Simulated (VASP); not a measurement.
# Si2Sn (Fm-3m) in VASP: further runs, part 2 of 2

VASP 6.6.1. The steps go on from the part before.

## 4. Relaxation of cell and atoms, r2SCAN

Contents of POSCAR:

```
Si2Sn
1.0
    0.0000000000      3.0061132044      3.0061132044
    3.0061132044      0.0000000000      3.0061132044
    3.0061132044      3.0061132044      0.0000000000
Si Sn
2 1
Direct
    0.2500000000      0.2500000000      0.2500000000
    0.7500000000      0.7500000000      0.7500000000
    0.0000000000      0.0000000000      0.0000000000
```

Contents of INCAR.step1:

```
SYSTEM = Si2Sn
  PREC = Accurate
  ENCUT = 600
  ISMEAR = 0
  SIGMA = 0.1
  LREAL = .FALSE.
  LASPH = .TRUE.
  NELM = 100
  GGA = PE
  ALGO = Normal
  EDIFF = 1E-4
  LWAVE = .TRUE.
  LCHARG = .FALSE.
```

Contents of INCAR.step2:

```
SYSTEM = Si2Sn
  PREC = Accurate
  ENCUT = 600
  EDIFF = 1E-7
  ISMEAR = 0
  SIGMA = 0.1
  LREAL = .FALSE.
  LASPH = .TRUE.
  NELM = 100
  ALGO = Normal
  ISIF = 3
  LWAVE = .FALSE.
  LCHARG = .FALSE.
  METAGGA = R2SCAN
  LMIXTAU = .TRUE.
  IBRION = 2
  NSW = 90
  EDIFFG = -0.04
  ISTART = 1
```

Contents of KPOINTS:

```
regular mesh
0
G
  6 6 6
  0 0 0
```

Launch:

```bash
$ cat potpaw_PBE.64/Si/POTCAR potpaw_PBE.64/Sn_d/POTCAR > POTCAR
$ cp INCAR.step1 INCAR
$ mpirun -np 1 vasp_std > vasp.out
$ cp INCAR.step2 INCAR
$ mpirun -np 1 vasp_std > vasp.out
```

Wall time 9.2 min (1 thread of Intel Xeon 8259CL, shared host); peak memory 0.24 GiB.

Results (log left out):

```
Free energy                           : -39.5480 eV
Relaxed volume                        : 23.28 Å³/atom
Relaxed cell                          : a = 4.622 Å, b = 4.622 Å, c = 4.622 Å, α = 60.00°, β = 60.00°, γ = 60.00°
Space group after relaxing (to 0.1 Å) : Fm-3m (No. 225)
Energy gained by relaxing             : 305.4 meV/atom
Ionic steps                           : 4
Pressure after relaxing               : 0.0 GPa
Band gap on the k mesh                : zero (bands 11 and 12 overlap by 1.74 eV)
```

Step by step:
```tsv
step	energy change (eV)	largest force (eV/Å)	pressure (GPa)	volume (Å³)
1	0.0000	0.0000	24.23	54.33
2	-0.7506	0.0000	-5.29	78.83
3	-0.9160	0.0000	0.31	69.39
4	-0.9163	0.0000	-0.05	69.83
```

Final structure:
```xyz
3
Lattice="0.0000 3.2685 3.2685 3.2685 0.0000 3.2685 3.2685 3.2685 0.0000" Properties=species:S:1:pos:R:3 pbc="T T T"
Si    1.6342    1.6342    1.6342
Si    4.9027    4.9027    4.9027
Sn    3.2685    0.0000    3.2685
```

Levels at points of the mesh, in eV from the Fermi level:
| k point | band 7 | band 8 | band 9 | band 10 | band 11 | band 12 | band 13 | band 14 | band 15 |
| --- | --- | --- | --- | --- | --- | --- | --- | --- | --- |
| (0.00, 0.00, 0.00) | -4.21 | -1.38 | -1.38 | -1.38 | -0.85 | -0.85 | -0.85 | -0.47 | 3.26 |
| (0.50, 0.00, 0.00) | -8.94 | -3.87 | -2.73 | -2.73 | -0.59 | -0.59 | -0.10 | 4.62 | 5.39 |
| (0.50, 0.50, 0.00) | -8.71 | -6.31 | -4.46 | -4.46 | -0.80 | 3.71 | 3.71 | 4.82 | 6.00 |

Caveat: the volume moved by over 15 % at a fixed basis, so the end points are rough; the PAW data sets were made with another functional, which shifts forces and pressure a little; spin-orbit coupling is left out, which moves the levels of the heavy elements.

## 5. Single point, r2SCAN

This run uses another cell than the first one, of 23.08 Å³/atom.

Contents of POSCAR:

```
Si2Sn
1.0
    0.0000000000      3.2589734830      3.2589734830
    3.2589734830      0.0000000000      3.2589734830
    3.2589734830      3.2589734830      0.0000000000
Si Sn
2 1
Direct
    0.2500000000      0.2500000000      0.2500000000
    0.7500000000      0.7500000000      0.7500000000
    0.0000000000      0.0000000000      0.0000000000
```

Contents of INCAR.step1:

```
PREC     = Accurate       # precision mode
ENCUT    = 520            # plane-wave cutoff, eV
ISMEAR   = 0              # smearing method
SIGMA    = 0.1            # smearing width, eV
LREAL    = False          # projectors in reciprocal space
LASPH    = True           # aspherical terms in the spheres
NELM     = 100            # most SCF steps
NBANDS   = 18             # bands
GGA      = PE             # functional
ALGO     = Normal         # electronic algorithm
EDIFF    = 1E-4           # SCF threshold, eV
LWAVE    = True           # write WAVECAR
LCHARG   = False          # write CHGCAR
```

Contents of INCAR.step2:

```
PREC     = Accurate       # precision mode
ENCUT    = 520            # plane-wave cutoff, eV
EDIFF    = 1E-7           # SCF threshold, eV
ISMEAR   = 0              # smearing method
SIGMA    = 0.1            # smearing width, eV
LREAL    = False          # projectors in reciprocal space
LASPH    = True           # aspherical terms in the spheres
NELM     = 100            # most SCF steps
ALGO     = Normal         # electronic algorithm
ISIF     = 2              # what is computed and relaxed
LWAVE    = False          # write WAVECAR
LCHARG   = False          # write CHGCAR
METAGGA  = R2SCAN         # meta-GGA
LMIXTAU  = True         
NBANDS   = 18             # bands
ISTART   = 1
```

Contents of KPOINTS:

```
Automatic mesh
0
Gamma
  12 12 12
```

Potentials or basis: VASP PAW PBE potentials, release 64 (Si, Sn_d).

Launch:

```bash
$ cat potpaw_PBE.64/Si/POTCAR potpaw_PBE.64/Sn_d/POTCAR > POTCAR
$ cp INCAR.step1 INCAR
$ mpirun -np 1 vasp_std > vasp.out
$ cp INCAR.step2 INCAR
$ mpirun -np 1 vasp_std > vasp.out
```

OUTCAR:

```text
PREC = Accurate
   ENCUT = 520
   EDIFF = 1E-7
   ISMEAR = 0
   LREAL = False
   LASPH = True
   NELM = 100
   ISIF = 2
   METAGGA = R2SCAN
   ISTART = 1

 ion  position               nearest neighbor table
   1  0.250  0.250  0.250-   3 2.82   3 2.82   3 2.82   3 2.82
   2  0.750  0.750  0.750-   3 2.82   3 2.82   3 2.82   3 2.82
   3  0.000  0.000  0.000-   2 2.82   2 2.82   2 2.82   1 2.82   2 2.82   1 2.82   1 2.82   1 2.82

  LATTYP: Found a face centered cubic cell.
 ALAT       =     6.5179469660

  Lattice vectors:

 A1 = (   0.0000000000,   3.2589734830,   3.2589734830)
 A2 = (   3.2589734830,   0.0000000000,   3.2589734830)
 A3 = (   3.2589734830,   3.2589734830,   0.0000000000)

Analysis of symmetry for initial positions (statically):
=====================================================================
 Subroutine PRICEL returns:
 Original cell was already a primitive cell.

 Routine SETGRP: Setting up the symmetry group for a
 face centered cubic supercell.

 Subroutine GETGRP returns: Found 48 space group operations
 (whereof 48 operations were pure point group operations)
 out of a pool of 48 trial point group operations.

The static configuration has the point symmetry O_h .

Analysis of symmetry for dynamics (positions and initial velocities):
=====================================================================
 Subroutine PRICEL returns:
 Original cell was already a primitive cell.

 Routine SETGRP: Setting up the symmetry group for a
 face centered cubic supercell.

 Subroutine GETGRP returns: Found 48 space group operations
 (whereof 48 operations were pure point group operations)
 out of a pool of 48 trial point group operations.

The dynamic configuration has the point symmetry O_h .

 Subroutine INISYM returns: Found 48 space group operations
 (whereof 48 operations are pure point group operations),
 and found     1 'primitive' translations

----------------------------------------------------------------------------------------

                                     Primitive cell

  volume of cell :      69.2265

  direct lattice vectors                    reciprocal lattice vectors
     0.000000000  3.258973483  3.258973483    -0.153422543  0.153422543  0.153422543
     3.258973483  0.000000000  3.258973483     0.153422543 -0.153422543  0.153422543
     3.258973483  3.258973483  0.000000000     0.153422543  0.153422543 -0.153422543

  length of vectors
     4.608884499  4.608884499  4.608884499     0.265735640  0.265735640  0.265735640

  position of ions in fractional coordinates (direct lattice)
     0.250000000  0.250000000  0.250000000
     0.750000000  0.750000000  0.750000000
     0.000000000  0.000000000  0.000000000

  ion indices of the primitive-cell ions
   primitive index   ion index
                 1           1
                 2           2
                 3           3

----------------------------------------------------------------------------------------

 KPOINTS: Automatic mesh

Automatic generation of k-mesh.
 Grid dimensions read from file:
 generate k-points for:   12   12   12

 Generating k-lattice:

  Cartesian coordinates                     Fractional coordinates (reciprocal lattice)
    -0.012785212  0.012785212  0.012785212     0.083333333  0.000000000  0.000000000
     0.012785212 -0.012785212  0.012785212     0.000000000  0.083333333  0.000000000
     0.012785212  0.012785212 -0.012785212     0.000000000  0.000000000  0.083333333

  Length of vectors
     0.022144637  0.022144637  0.022144637

  Shift w.r.t. Gamma in fractional coordinates (k-lattice)
     0.000000000  0.000000000  0.000000000

 Subroutine IBZKPT returns following result:
 ===========================================

 Found     72 irreducible k-points:

 Following reciprocal coordinates:
            Coordinates               Weight
  0.000000  0.000000  0.000000      1.000000
  0.083333  0.000000  0.000000      8.000000
  0.166667  0.000000  0.000000      8.000000
  0.250000  0.000000  0.000000      8.000000
  0.333333  0.000000  0.000000      8.000000
  0.416667  0.000000  0.000000      8.000000
[... 16 lines left out ...]
  0.500000  0.166667  0.000000     24.000000
 -0.416667  0.166667  0.000000     24.000000
 [... further k-points ...]
   k-points           NKPTS =     72   k-points in BZ     NKDIM =     72   number of bands    NBANDS=     18
   number of dos      NEDOS =    301   number of ions     NIONS =      3
   total plane-waves  NPLWV =  46656
   dimension x,y,z NGX =    36 NGY =   36 NGZ =   36
   dimension x,y,z NGXF=    72 NGYF=   72 NGZF=   72
   ions per type =               2   1
   NGX,Y,Z   is equivalent  to a cutoff of  12.99, 12.99, 12.99 a.u.
   NGXF,Y,Z  is equivalent  to a cutoff of  25.97, 25.97, 25.97 a.u.
 SYSTEM =  unknown system
   PREC   = accura    normal or accurate (medium, high low for compatibility)
   ISTART =      1    job   : 0-new  1-cont  2-samecut
   ICHARG =      0    charge: 1-file 2-atom 10-const
   ISPIN  =      1    spin polarized calculation?
   LNONCOLLINEAR =      F non collinear calculations
   LSORBIT =      F    spin-orbit coupling
   LASPH  =      T    aspherical Exc in radial PAW
   ENCUT  =  520.0 eV  38.22 Ry    6.18 a.u.   8.57  8.57  8.57*2*pi/ulx,y,z
   NELM   =    100;   NELMIN=  2; NELMDL=  0     # of ELM steps
   EDIFF  = 0.1E-06   stopping-criterion for ELM
   LREAL  =      F    real-space projection
   EDIFFG = 0.1E-05   stopping-criterion for IOM
   NSW    =      0    number of steps for IOM
   IBRION =     -1    ionic relax: 0-MD 1-quasi-New 2-CG
   NFREE  =      0    steps in history (QN), initial steepest desc. (CG)
   ISIF   =      2    stress and relaxation
   ISYM   =      2    0-nonsym 1-usesym 2-fastsym
   POTIM  = 0.5000    time-step for ionic-motion
   TEBEG  =    0.0;   TEEND  =   0.0 temperature during run
   PSTRESS=    0.0 pullay stress
   NELECT =      22.0000    total number of electrons
   NUPDOWN=      -1.0000    fix difference up-down
   EMIN   =  10.00;   EMAX   =-10.00  energy-range for DOS
   EFERMI =   0.00;   METHOD = LEGACY
   ISMEAR =     0;   SIGMA  =   0.10  broadening in eV -4-tet -1-fermi 0-gaus
   EFERMI_NEDOS =   21; number of points for ismear=-14 and -15
   IALGO  =     38    algorithm
   IMIX   =      4    mixing-type and parameters
     AMIX     =   0.40;   BMIX     =  1.00
     AMIX_MAG =   1.60;   BMIX_MAG =  1.00
  volume/ion in A,a.u.               =      23.08       155.72
  Fermi-wavevector in a.u.,A,eV,Ry     =   1.117184  2.111173 16.981448  1.248101
  Thomas-Fermi vector in A             =   2.253805
   LORBIT       =      0    0 simple, 1 ext, 2 COOP (PROOUT), +10 PAW based schemes
   METAGGA = R2SCAN    functional components
   LHFCALC =     F    Hartree Fock is set to
   AEXX    =    0.0000 exact exchange contribution
   IVDW    =     0    specifies the selected vdW correction
   LEPSILON=     F    determine dielectric tensor
   LRPA    =     F    only Hartree local field effects (RPA)
 non-spin polarized calculation
 Gauss-broadening in eV      SIGMA  =   0.10
  energy-cutoff  :      520.00
  volume of cell :       69.23
 maximum number of plane-waves:      1892
 NGX is ok and might be reduce to    36
   NGX = 17   NGY = 17   NGZ = 17

 number of electron      21.9999997 magnetization

 Free energy of the ion-electron system (eV)
  ---------------------------------------------------
  ext. energy  EPLUGINS =         0.00000000
  ---------------------------------------------------
  free energy    TOTEN  =       -39.58308615 eV

  energy without entropy =      -39.57359254  energy(sigma->0) =      -39.57833934

 E-fermi :   6.7536     XC(G=0): -10.3938

 val. band max:        6.7448904388   @ k =   0.4167   0.2500   0.0833
 cond. band min:       6.7609972700   @ k =   0.1667   0.0833   0.0000
 fundamental gap:      0.0161068312
 Fermi energy:         6.7536498370

 k-point     1 :       0.0000    0.0000    0.0000
  band No.  band energies     occupation
      1     -15.5593      2.00000
      2     -15.5593      2.00000
      3     -15.5593      2.00000
      4     -15.5032      2.00000
      5     -15.5032      2.00000
      6      -5.7845      2.00000
[... 10 lines left out ...]
     17       9.8911      0.00000
     18      11.7223      0.00000
[... 466 lines left out ...]
      2     -15.5533      2.00000
      3     -15.5501      2.00000
      4     -15.5027      2.00000
      5     -15.5016      2.00000
      6      -3.4830      2.00000
[... 10 lines left out ...]
     17      13.7815      0.00000
     18      15.2258      0.00000

 [... further k-points ...]

------------------------ aborting loop because EDIFF is reached ----------------------------------------

  FORCE on cell =-STRESS in cart. coord.  units (eV):
  Direction    XX          YY          ZZ          XY          YZ          ZX
  --------------------------------------------------------------------------------------
  -------------------------------------------------------------------------------------
  Total       -0.0047088     -0.0047088     -0.0047088      0.0000000      0.0000000      0.0000000
  in kB       -0.1089814     -0.1089814     -0.1089814      0.0000000      0.0000000      0.0000000
  external PRESSURE =      -0.1089814 kB  Pullay stress =       0.0000000 kB

 VOLUME and BASIS-vectors are now :
 -----------------------------------------------------------------------------
  energy-cutoff  :      520.00
  volume of cell :       69.23
      direct lattice vectors                 reciprocal lattice vectors
     0.000000000  3.258973483  3.258973483    -0.153422543  0.153422543  0.153422543
     3.258973483  0.000000000  3.258973483     0.153422543 -0.153422543  0.153422543
     3.258973483  3.258973483  0.000000000     0.153422543  0.153422543 -0.153422543

 POSITION                                       TOTAL-FORCE (eV/Angst)
 -----------------------------------------------------------------------------------
      1.62949      1.62949      1.62949         0.000000      0.000000      0.000000
      4.88846      4.88846      4.88846        -0.000000     -0.000000     -0.000000
      0.00000      0.00000      0.00000         0.000000      0.000000      0.000000
 -----------------------------------------------------------------------------------
    total drift:                               -0.000000      0.000000      0.000000

  FREE ENERGIE OF THE ION-ELECTRON SYSTEM (eV)
  ---------------------------------------------------
  free  energy   TOTEN  =       -39.5830861490 eV

  energy  without entropy=      -39.5735925391  energy(sigma->0) =      -39.57833934
```

It took 7.3 min on 1 thread of Intel Xeon 8259CL, shared host; peak memory 0.27 GiB.

Results:

```
Free energy            : -39.5831 eV
Pressure               : 0.0 GPa
Band gap on the k mesh : zero (bands 11 and 12 overlap by 2.02 eV)
```

Levels at points of the mesh, in eV from the Fermi level:
```
           k point  band 9  band 10  band 11  band 12  band 13  band 14
(0.00, 0.00, 0.00)   -1.54    -1.54    -0.99    -0.99    -0.99    -0.53
(0.50, 0.00, 0.00)   -2.88    -2.88    -0.74    -0.74    -0.23     4.54
(0.50, 0.50, 0.00)   -4.64    -4.64    -0.95     3.60     3.60     4.73
```

Caveat: the PAW data sets were made with another functional, which shifts forces and pressure a little; spin-orbit coupling is left out, which moves the levels of the heavy elements.

## 6. Summary

| task | cell | k mesh | cutoff (eV) | gap on the mesh (eV) | pressure (GPa) |
| --- | --- | --- | --- | --- | --- |
| single point | a = 4.251 Å, angles 60.0°, 3 atoms | 6 × 6 × 6 | 520 | none | 24.2 |
| single point | a = 4.613 Å, angles 60.0°, 3 atoms | 6 × 6 × 6 | 520 | none | 0.3 |
| relaxation of cell and atoms | relaxed from a = 4.251 Å, angles 60.0°, 3 atoms | 6 × 6 × 6 | 600 | none | 0.0 |
| single point | a = 4.609 Å, angles 60.0°, 3 atoms | 12 × 12 × 12 | 520 | none | 0.0 |

Alike in all rows: level r2SCAN; potentials or basis VASP PAW PBE potentials, release 64 (Si, Sn_d); no spin polarisation; smearing gaussian 0.1 eV.

Caveats: the PAW data sets were made with another functional, which shifts forces and pressure a little; spin-orbit coupling is left out, which moves the levels of the heavy elements; the cell stands under pressure (at least some runs); the volume moved by over 15 % at a fixed basis, so the end points are rough (at least some runs).

Absolute energies hang on the potentials; compare differences alone.

The gap in the log of VASP goes by the Fermi energy; the results here count the filled bands.